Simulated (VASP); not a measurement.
# MgO: single point with PBEsol

Crystal: MgO.

```
CELL_PARAMETERS angstrom
3.42758 0.00000 0.00000
-1.71379 2.96837 0.00000
0.00000 0.00000 4.12467
ATOMIC_POSITIONS crystal
Mg 0.33333 0.66667 0.95229
Mg 0.66667 0.33333 0.45229
O 0.33333 0.66667 0.45231
O 0.66667 0.33333 0.95231
```

```json
{"Program": "VASP 6.6.1", "Task": "single point", "Functional": "PBEsol", "Potentials or basis": "VASP PAW PBE potentials, release 64 (Mg, O)", "Cutoff": "520 eV", "k mesh": "6 × 6 × 4", "Occupations": "fermi-dirac, width 0.02 eV", "Spin": "no spin polarisation", "Dipole correction": "no", "Further INCAR settings": "ALGO = Normal; EDIFF = 1e-06; NBANDS = 16"}
```

| Property | Result |
| --- | --- |
| Pressure | 7.8 GPa |
| Band gap on the k mesh | 3.55 eV |

Stress tensor (GPa, compression positive):
```
7.80 0.00 0.00
0.00 7.80 0.00
0.00 0.00 7.67
```

Levels at points of the mesh, in eV from the valence-band top:
| k point | band 5 | band 6 | band 7 | band 8 | band 9 | band 10 | band 11 | band 12 |
| --- | --- | --- | --- | --- | --- | --- | --- | --- |
| (0.00, 0.00, 0.00) | -1.85 | -0.89 | -0.89 | 0.00 | 3.55 | 9.75 | 12.44 | 12.75 |
| (0.50, 0.00, 0.00) | -2.49 | -2.08 | -1.40 | -0.57 | 6.98 | 9.48 | 9.78 | 12.60 |
| (0.00, 0.00, 0.50) | -1.39 | -1.39 | -1.39 | -1.39 | 6.60 | 6.60 | 13.11 | 13.11 |
| (0.50, 0.00, 0.50) | -1.64 | -1.64 | -0.90 | -0.90 | 7.33 | 7.33 | 12.41 | 12.41 |

It took 9.9 s on 1 thread of Intel(R) Xeon(R) Platinum 8559C (Emerald Rapids), on a shared host, peak memory 0.16 GiB.

Caveat: the cell stands under pressure; the PAW data sets were made with another functional, which shifts forces and pressure a little.
